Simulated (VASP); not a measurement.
Runs of VASP 6.6.1 on MgS. The structure is that of space group Pm-3m (No. 221), or close to it. The cells are those of the table. 

```csv
task,cell,k mesh,cutoff (eV),gap on the mesh (eV),pressure (GPa),relaxed volume (Å³/atom)
single point,"a = 3.273 Å, 2 atoms",6 × 6 × 6,520,-,-0.3,-
relaxation of cell and atoms,"relaxed from a = 3.273 Å, 2 atoms",16 × 16 × 16,600,none,0.0,(a)
single point,"a = 3.275 Å, 2 atoms",16 × 16 × 16,520,none,-0.3,-
relaxation of cell and atoms,"relaxed from a = 3.475 Å, 2 atoms",6 × 6 × 6,600,-,0.0,17.47
single point,"a = 3.475 Å, 2 atoms",6 × 6 × 6,520,none,-8.8,-
```

Alike in all rows: level PBE; potentials or basis VASP PAW PBE potentials, release 64 (Mg, S); no spin polarisation; smearing gaussian 0.1 eV.

Question: Estimate the missing entries.

Answer: (a) 17.50.

Caveats: the volume moved by over 15 % at a fixed basis, so the end points are rough (some runs).

A gap of «none» marks levels without a gap at the run's occupations.
